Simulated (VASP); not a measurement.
# Si (P6_3/mmc) in VASP: single point with LDA

Aim: the single point of Si with LDA.

Everything below comes from runs of VASP 6.6.1. Logs are shortened: lines on timing, memory, paths and dates and some standing lists are left out, and cuts for length are marked.

## (1) The cell of the first run

It takes space group P6_3/mmc (No. 194, hexagonal). Conventional cell: a = 3.802 Å, b = 3.802 Å, c = 6.289 Å, α = 90.00°, β = 90.00°, γ = 120.00°. Si (site symmetry 3m) has 4 Si at 2.33 to 2.35 Å within 3.1 Å.

This isn't the form of Si at room conditions, which is diamond.

## (2) Single point, LDA

File INCAR:

```
ALGO = Normal
EDIFF = 1E-6
ENCUT = 520
ISIF = 2
ISMEAR = 0
LASPH = True
LCHARG = True
LELF = True
LREAL = False
LVHAR = True
LWAVE = False
NBANDS = 16
NELM = 80
PREC = Accurate
SIGMA = 0.02
```

File KPOINTS:

```
k-points
0
Gamma
  12 12 6
```

File POSCAR:

```
Si
1.0
    3.8016851333      0.0000000000      0.0000000000
   -1.9008425667      3.2923559026      0.0000000000
    0.0000000000      0.0000000000      6.2886938897
Si
4
Direct
    0.3333333333      0.6666666667      0.0630360466
    0.6666666667      0.3333333333      0.5630360466
    0.3333333333      0.6666666667      0.4369639534
    0.6666666667      0.3333333333      0.9369639534
```

Potentials or basis: VASP PAW LDA potentials, release 64 (Si).

On the command line:

```sh
cat potpaw_LDA.64/Si/POTCAR > POTCAR
mpirun -np 1 vasp_std > vasp.out
```

OUTCAR:

```text
EDIFF = 1E-6
   ENCUT = 520
   ISIF = 2
   ISMEAR = 0
   LASPH = True
   LREAL = False
   NELM = 80
   PREC = Accurate

 ion  position               nearest neighbor table
   1  0.333  0.667  0.063-   4 2.33   4 2.33   4 2.33   3 2.35
   2  0.667  0.333  0.563-   3 2.33   3 2.33   3 2.33   4 2.35
   3  0.333  0.667  0.437-   2 2.33   2 2.33   2 2.33   1 2.35
   4  0.667  0.333  0.937-   1 2.33   1 2.33   1 2.33   2 2.35

  LATTYP: Found a hexagonal cell.
 ALAT       =     3.8016851333
 C/A-ratio  =     1.6541858858

  Lattice vectors:

 A1 = (   3.8016851333,   0.0000000000,   0.0000000000)
 A2 = (  -1.9008425667,   3.2923559026,   0.0000000000)
 A3 = (   0.0000000000,   0.0000000000,   6.2886938897)

Analysis of symmetry for initial positions (statically):
=====================================================================
 Subroutine PRICEL returns:
 Original cell was already a primitive cell.

 Routine SETGRP: Setting up the symmetry group for a
 hexagonal supercell.

 Subroutine GETGRP returns: Found 24 space group operations
 (whereof 12 operations were pure point group operations)
 out of a pool of 24 trial point group operations.

The static configuration has the point symmetry D_3d.
 The point group associated with its full space group is D_6h.

Analysis of symmetry for dynamics (positions and initial velocities):
=====================================================================
 Subroutine PRICEL returns:
 Original cell was already a primitive cell.

 Routine SETGRP: Setting up the symmetry group for a
 hexagonal supercell.

 Subroutine GETGRP returns: Found 24 space group operations
 (whereof 12 operations were pure point group operations)
 out of a pool of 24 trial point group operations.

The dynamic configuration has the point symmetry D_3d.
 The point group associated with its full space group is D_6h.

 Subroutine INISYM returns: Found 24 space group operations
 (whereof 12 operations are pure point group operations),
 and found     1 'primitive' translations

----------------------------------------------------------------------------------------

                                     Primitive cell

  volume of cell :      78.7124

  direct lattice vectors                    reciprocal lattice vectors
     3.801685133  0.000000000  0.000000000     0.263041247  0.151866935  0.000000000
    -1.900842567  3.292355903  0.000000000     0.000000000  0.303733870  0.000000000
     0.000000000  0.000000000  6.288693890     0.000000000  0.000000000  0.159015531

  length of vectors
     3.801685133  3.801685133  6.288693890     0.303733870  0.303733870  0.159015531

  position of ions in fractional coordinates (direct lattice)
     0.333333333  0.666666667  0.063036047
     0.666666667  0.333333333  0.563036047
     0.333333333  0.666666667  0.436963953
     0.666666667  0.333333333  0.936963953

  ion indices of the primitive-cell ions
   primitive index   ion index
                 1           1
                 2           2
                 3           3
                 4           4

----------------------------------------------------------------------------------------

 KPOINTS: k-points

Automatic generation of k-mesh.
 Grid dimensions read from file:
 generate k-points for:   12   12    6

 Generating k-lattice:

  Cartesian coordinates                     Fractional coordinates (reciprocal lattice)
     0.021920104  0.012655578  0.000000000     0.083333333  0.000000000  0.000000000
     0.000000000  0.025311156  0.000000000     0.000000000  0.083333333  0.000000000
     0.000000000  0.000000000  0.026502589     0.000000000  0.000000000  0.166666667

  Length of vectors
     0.025311156  0.025311156  0.026502589

  Shift w.r.t. Gamma in fractional coordinates (k-lattice)
     0.000000000  0.000000000  0.000000000

 Subroutine IBZKPT returns following result:
 ===========================================

 Found     76 irreducible k-points:

 Following reciprocal coordinates:
            Coordinates               Weight
  0.000000  0.000000  0.000000      1.000000
  0.083333 -0.000000  0.000000      6.000000
  0.166667 -0.000000  0.000000      6.000000
  0.250000  0.000000  0.000000      6.000000
  0.333333 -0.000000  0.000000      6.000000
  0.416667 -0.000000  0.000000      6.000000
[... 16 lines left out ...]
  0.250000  0.000000  0.166667     12.000000
  0.333333 -0.000000  0.166667     12.000000
 [... further k-points ...]
   k-points           NKPTS =     76   k-points in BZ     NKDIM =     76   number of bands    NBANDS=     16
   number of dos      NEDOS =    301   number of ions     NIONS =      4
   total plane-waves  NPLWV =  37632
   dimension x,y,z NGX =    28 NGY =   28 NGZ =   48
   dimension x,y,z NGXF=    56 NGYF=   56 NGZF=   96
   ions per type =               4
   NGX,Y,Z   is equivalent  to a cutoff of  12.24, 12.24, 12.69 a.u.
   NGXF,Y,Z  is equivalent  to a cutoff of  24.49, 24.49, 25.38 a.u.
 SYSTEM =  unknown system
   PREC   = accura    normal or accurate (medium, high low for compatibility)
   ISTART =      0    job   : 0-new  1-cont  2-samecut
   ICHARG =      2    charge: 1-file 2-atom 10-const
   ISPIN  =      1    spin polarized calculation?
   LNONCOLLINEAR =      F non collinear calculations
   LSORBIT =      F    spin-orbit coupling
   LASPH  =      T    aspherical Exc in radial PAW
   ENCUT  =  520.0 eV  38.22 Ry    6.18 a.u.   7.07  7.07 11.69*2*pi/ulx,y,z
   NELM   =     80;   NELMIN=  2; NELMDL= -5     # of ELM steps
   EDIFF  = 0.1E-05   stopping-criterion for ELM
   LREAL  =      F    real-space projection
   EDIFFG = 0.1E-04   stopping-criterion for IOM
   NSW    =      0    number of steps for IOM
   IBRION =     -1    ionic relax: 0-MD 1-quasi-New 2-CG
   NFREE  =      0    steps in history (QN), initial steepest desc. (CG)
   ISIF   =      2    stress and relaxation
   ISYM   =      2    0-nonsym 1-usesym 2-fastsym
   POTIM  = 0.5000    time-step for ionic-motion
   TEBEG  =    0.0;   TEEND  =   0.0 temperature during run
   PSTRESS=    0.0 pullay stress
   NELECT =      16.0000    total number of electrons
   NUPDOWN=      -1.0000    fix difference up-down
   EMIN   =  10.00;   EMAX   =-10.00  energy-range for DOS
   EFERMI =   0.00;   METHOD = LEGACY
   ISMEAR =     0;   SIGMA  =   0.02  broadening in eV -4-tet -1-fermi 0-gaus
   EFERMI_NEDOS =   21; number of points for ismear=-14 and -15
   IALGO  =     38    algorithm
   IMIX   =      4    mixing-type and parameters
     AMIX     =   0.40;   BMIX     =  1.00
     AMIX_MAG =   1.60;   BMIX_MAG =  1.00
  volume/ion in A,a.u.               =      19.68       132.79
  Fermi-wavevector in a.u.,A,eV,Ry     =   0.962573  1.818999 12.606436  0.926547
  Thomas-Fermi vector in A             =   2.092044
   LORBIT       =      0    0 simple, 1 ext, 2 COOP (PROOUT), +10 PAW based schemes
   GGA     = CA    functional components
   LHFCALC =     F    Hartree Fock is set to
   AEXX    =    0.0000 exact exchange contribution
   IVDW    =     0    specifies the selected vdW correction
   LEPSILON=     F    determine dielectric tensor
   LRPA    =     F    only Hartree local field effects (RPA)
 non-spin polarized calculation
 Gauss-broadening in eV      SIGMA  =   0.02
  energy-cutoff  :      520.00
  volume of cell :       78.71
 maximum number of plane-waves:      2138
   NGX = 15   NGY = 15   NGZ = 23

 number of electron      15.9999998 magnetization

 Free energy of the ion-electron system (eV)
  ---------------------------------------------------
  ext. energy  EPLUGINS =         0.00000000
  ---------------------------------------------------
  free energy    TOTEN  =       -23.80034236 eV

  energy without entropy =      -23.80034236  energy(sigma->0) =      -23.80034236

 E-fermi :   6.3314     XC(G=0):  -9.6669

 val. band max:        6.2116109189   @ k =   0.0000   0.0000   0.0000
 cond. band min:       6.4802529902   @ k =   0.5000   0.0000   0.0000
 fundamental gap:      0.2686420713
 Fermi energy:         6.3313966015

 k-point     1 :       0.0000    0.0000    0.0000
  band No.  band energies     occupation
      1      -6.1438      2.00000
      2      -3.8027      2.00000
      3      -1.1439      2.00000
      4       4.6668      2.00000
      5       4.6668      2.00000
      6       5.8427      2.00000
[... 8 lines left out ...]
     15      10.3660      0.00000
     16      12.1023      0.00000

 k-point     2 :       0.0833   -0.0000    0.0000
  band No.  band energies     occupation
      1      -6.0613      2.00000
      2      -3.7188      2.00000
      3      -1.0964      2.00000
      4       3.9580      2.00000
      5       4.4909      2.00000
      6       5.5884      2.00000
[... 8 lines left out ...]
     15      10.6827      0.00000
     16      11.5624      0.00000

 k-point     3 :       0.1667   -0.0000    0.0000
  band No.  band energies     occupation
      1      -5.8158      2.00000
      2      -3.4688      2.00000
      3      -0.9799      2.00000
      4       2.7400      2.00000
      5       4.1032      2.00000
      6       4.3528      2.00000
[... 8 lines left out ...]
     15      11.5152      0.00000
     16      11.8174      0.00000

 k-point     4 :       0.2500    0.0000    0.0000
  band No.  band energies     occupation
      1      -5.4149      2.00000
      2      -3.0589      2.00000
      3      -0.9171      2.00000
      4       1.6683      2.00000
      5       3.0276      2.00000
      6       3.6969      2.00000
[... 8 lines left out ...]
     15      12.2137      0.00000
     16      12.6791      0.00000
[... 324 lines left out ...]
 k-point    22 :       0.1667   -0.0000    0.1667
  band No.  band energies     occupation
      1      -5.7248      2.00000
      2      -3.8110      2.00000
      3      -0.4843      2.00000
      4       2.8372      2.00000
      5       3.9298      2.00000
      6       4.1766      2.00000
[... 8 lines left out ...]
     15      11.3022      0.00000
     16      11.8979      0.00000

 k-point    23 :       0.2500    0.0000    0.1667
  band No.  band energies     occupation
      1      -5.3245      2.00000
      2      -3.4127      2.00000
      3      -0.4676      2.00000
      4       1.8213      2.00000
      5       2.6862      2.00000
      6       3.7715      2.00000
[... 8 lines left out ...]
     15      12.2795      0.00000
     16      12.5305      0.00000

 k-point    24 :       0.3333   -0.0000    0.1667
  band No.  band energies     occupation
      1      -4.7892      2.00000
      2      -2.8904      2.00000
      3      -0.8759      2.00000
      4       1.4080      2.00000
      5       1.5070      2.00000
      6       3.4452      2.00000
[... 8 lines left out ...]
     15      13.3347      0.00000
     16      13.3833      0.00000

 [... further k-points ...]

------------------------ aborting loop because EDIFF is reached ----------------------------------------

  FORCE on cell =-STRESS in cart. coord.  units (eV):
  Direction    XX          YY          ZZ          XY          YZ          ZX
  --------------------------------------------------------------------------------------
  -------------------------------------------------------------------------------------
  Total        0.0367534      0.0367534      0.0398876     -0.0000000     -0.0000000      0.0000000
  in kB        0.7481089      0.7481089      0.8119045     -0.0000000     -0.0000000      0.0000000
  external PRESSURE =       0.7693741 kB  Pullay stress =       0.0000000 kB

 VOLUME and BASIS-vectors are now :
 -----------------------------------------------------------------------------
  energy-cutoff  :      520.00
  volume of cell :       78.71
      direct lattice vectors                 reciprocal lattice vectors
     3.801685133  0.000000000  0.000000000     0.263041247  0.151866935  0.000000000
    -1.900842567  3.292355903  0.000000000     0.000000000  0.303733870  0.000000000
     0.000000000  0.000000000  6.288693890     0.000000000  0.000000000  0.159015531

 POSITION                                       TOTAL-FORCE (eV/Angst)
 -----------------------------------------------------------------------------------
     -0.00000      2.19490      0.39641        -0.000000     -0.000000      0.000973
      1.90084      1.09745      3.54076         0.000000      0.000000      0.000973
     -0.00000      2.19490      2.74793        -0.000000     -0.000000     -0.000973
      1.90084      1.09745      5.89228         0.000000     -0.000000     -0.000973
 -----------------------------------------------------------------------------------
    total drift:                                0.000000     -0.000000      0.000000

  FREE ENERGIE OF THE ION-ELECTRON SYSTEM (eV)
  ---------------------------------------------------
  free  energy   TOTEN  =       -23.8003423573 eV

  energy  without entropy=      -23.8003423573  energy(sigma->0) =      -23.80034236
```

Wall time 67 s (1 thread of Intel Xeon Platinum 8259CL at 2.50GHz (Skylake/Cascade Lake), shared host); peak memory 0.19 GiB.

Results:

```
Free energy            : -23.8003 eV
Pressure               : 0.1 GPa
Band gap on the k mesh : 0.27 eV (least direct gap 1.00 eV)
```

Levels at points of the mesh, in eV from the valence-band top:
```tsv
k point	band 6	band 7	band 8	band 9	band 10	band 11
(0.00, 0.00, 0.00)	-0.37	0.00	0.00	1.00	1.95	1.95
(0.50, 0.00, 0.00)	-3.12	-3.10	-1.47	0.27	2.29	2.87
(0.00, 0.00, 0.50)	-0.94	-0.94	-0.94	1.78	1.78	2.94
(0.50, 0.00, 0.50)	-2.51	-2.47	-2.47	0.80	0.80	1.55
```
